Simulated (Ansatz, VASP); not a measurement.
B6As: VASP beside Ansatz

```
B As
1.0
     3.06138    1.76749    3.94786
    -3.06138    1.76749    3.94786
     0.00000   -3.53497    3.94786
B As
12 2
Direct
  0.01568 0.01568 0.32466
  0.01568 0.32466 0.01568
  0.82180 0.27259 0.82180
  0.82180 0.82180 0.27259
  0.27259 0.82180 0.82180
  0.72741 0.17820 0.17820
  0.17820 0.72741 0.17820
  0.17820 0.17820 0.72741
  0.98432 0.67534 0.98432
  0.98432 0.98432 0.67534
  0.67534 0.98432 0.98432
  0.32466 0.01568 0.01568
  0.60080 0.60080 0.60080
  0.39920 0.39920 0.39920
```

Alike in both runs: task single point; functional PBEsol; k mesh 6 × 6 × 6; occupations gaussian, width 0.02 eV; no spin polarisation.

|  | VASP | Ansatz |
| --- | --- | --- |
| version | VASP 6.6.1 | Ansatz 0.2.0 |
| potentials or method | VASP PAW PBE potentials, release 64 (B, As), cutoff 520 eV | scalar-relativistic, plane waves, PAW |
| valence electrons in the cell | 46 | 66 |

|  | VASP | Ansatz | Ansatz less VASP |
| --- | --- | --- | --- |
| gap on the k mesh at the Fermi level (eV) | 2.62 | 2.62 | -0.004 |
| least direct gap on the mesh (eV) | 2.66 | 2.65 | -0.004 |

VASP's potentials were made for PBE, not for PBEsol. With one functional, cell and mesh, what is left measures potentials, basis and numerics. VASP's potentials hold 46 valence electrons a cell and Ansatz's 66, so a difference there can come from the potentials and not from the codes.
